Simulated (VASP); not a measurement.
Runs of VASP 6.6.1 on Ti. The structure is that of space group P6_3/mmc (No. 194), or close to it. The cells are those of the table. 

```tsv
task	cell	k mesh for the DOS	occupations for the DOS	gap on the mesh (eV)	pressure (GPa)
single point	a = 2.221, b = 2.221, c = 4.311 Å, angles 90.0, 90.0, 120.0°, 2 atoms	-	-	none	(a)
single point	a = 2.081, b = 2.081, c = 4.017 Å, angles 90.0, 90.0, 120.0°, 2 atoms	-	-	none	(b)
single point	a = 2.009, b = 2.009, c = 3.829 Å, angles 90.0, 90.0, 120.0°, 2 atoms	-	-	none	445.8
single point	a = 2.396, b = 2.396, c = 4.375 Å, angles 90.0, 90.0, 120.0°, 2 atoms	-	-	none	94.1
single point	a = 2.741, b = 2.741, c = 4.372 Å, angles 90.0, 90.0, 120.0°, 2 atoms	-	-	none	24.8
single point	a = 2.851, b = 2.851, c = 4.517 Å, angles 90.0, 90.0, 120.0°, 2 atoms	-	-	none	6.3
single point	a = 2.615, b = 2.615, c = 4.238 Å, angles 90.0, 90.0, 120.0°, 2 atoms	-	-	none	53.5
```

Alike in all rows: level PBEsol; potentials or basis VASP PAW PBE potentials, release 64 (Ti_sv); no spin polarisation; k mesh 17 × 17 × 9; cutoff (eV) 520; smearing fermi-dirac 0.08 eV.

Problem. Fill in the values left out.

Solution. (a) 167.8; (b) 314.3.

Caveats: the PAW data sets were made with another functional, which shifts forces and pressure a little.

A gap of «none» marks levels without a gap at the run's occupations.
